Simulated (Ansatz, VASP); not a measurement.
**SiO2: VASP beside Ansatz**

```
CELL_PARAMETERS angstrom
4.97917 0.00000 0.00000
0.00000 4.97917 0.00000
0.00000 0.00000 6.91491
ATOMIC_POSITIONS crystal
Si 0.30246 0.30246 0.00000
Si 0.19754 0.80246 0.25000
Si 0.69754 0.69754 0.50000
Si 0.80246 0.19754 0.75000
O 0.23817 0.10927 0.18145
O 0.39073 0.73817 0.43145
O 0.76183 0.89073 0.68145
O 0.60927 0.26183 0.93145
O 0.73817 0.39073 0.56855
O 0.89073 0.76183 0.31855
O 0.26183 0.60927 0.06855
O 0.10927 0.23817 0.81855
```

Alike in both runs: functional r2SCAN; k mesh 6 × 6 × 4; occupations gaussian, width 0.02 eV; no spin polarisation.

Ansatz relaxed the structure, and its values are those at the end. VASP's run is a single point on that final structure, the one shown.

```csv
,VASP,Ansatz
version,VASP 6.6.1,Ansatz 0.2.0
potentials or method,"VASP PAW PBE potentials, release 64 (Si, O), cutoff 520 eV","scalar-relativistic, plane waves, PAW"
valence electrons in the cell,64,64
```

```csv
,VASP,Ansatz,Ansatz less VASP
gap on the k mesh at the Fermi level (eV),6.35,6.35,-0.001
least direct gap on the mesh (eV),6.35,6.35,-0.001
pressure (GPa),0.2,0.0,-0.20
rms of the force components (eV/Å),0.009,0.001,-0.0081
```

VASP's potentials were made for PBE, not for r2SCAN.
